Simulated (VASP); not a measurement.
Crystal: AgI.

```
CELL_PARAMETERS angstrom
-2.32432 2.32432 3.29075
2.32432 -2.32432 3.29075
2.32432 2.32432 -3.29075
ATOMIC_POSITIONS crystal
Ag 0.25000 0.75000 0.50000
I 0.00000 0.00000 0.00000
```

Base run:

```yaml
Program: VASP 6.6.1
Functional: PBE-based global hybrid with 50 % exact exchange
Potentials_or_basis: VASP PAW PBE potentials, release 64 (Ag, I)
Cutoff: 400 eV
k_mesh: 4 × 4 × 4
Occupations: gaussian, width 0.01 eV
Spin: no spin polarisation
```

Its results: band gap on the k mesh 5.10 eV; pressure 0.0 GPa.

Task: The run is repeated on the same cell with these changes: functional from PBE-based global hybrid with 50 % exact exchange to PBE-based screened hybrid with 75 % exact exchange; share of exact exchange from 0.5 to 0.75. What comes out?

Result: Band gap on the k mesh 4.90 eV; pressure 0.2 GPa.

Caveats: the PAW data sets were made with another functional, which shifts forces and pressure a little; spin-orbit coupling is left out, which moves the levels of the heavy elements.

